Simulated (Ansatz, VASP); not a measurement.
CdF2 in VASP and in Ansatz

```
Cd F
1.0
     0.33802    2.87317    2.87317
     2.87317    0.33802    2.87317
     2.87317    2.87317    0.33802
Cd F
1 2
Direct
  0.00000 0.00000 0.00000
  0.25000 0.25000 0.25000
  0.75000 0.75000 0.75000
```

Alike in both runs: task single point; functional PBE; k mesh 8 × 8 × 8; occupations gaussian, width 0.05 eV; no spin polarisation.

```csv
,VASP,Ansatz
version,VASP 6.6.1,Ansatz 0.2.0
potentials or method,"VASP PAW PBE potentials, release 64 (Cd, F), cutoff 520 eV","scalar-relativistic, plane waves, PAW"
valence electrons in the cell,26,34
```

Ansatz gave:

- gap on the k mesh at the Fermi level (eV): 3.18
- least direct gap on the mesh (eV): 3.46
- pressure (GPa): 9.0
- traceless stress, the component that is largest in VASP (GPa): -2.28
- rms of the force components (eV/Å): 0.157

Question: What did VASP give for the same quantities?

Answer: gap on the k mesh at the Fermi level (eV): 3.15; least direct gap on the mesh (eV): 3.43; pressure (GPa): 10.0; traceless stress, the component that is largest in VASP (GPa): -2.59; rms of the force components (eV/Å): 0.187.

Atom by atom the forces differ by 0.030 eV/Å (rms over components). VASP's potentials hold 26 valence electrons a cell and Ansatz's 34, so a difference there can come from the potentials and not from the codes.
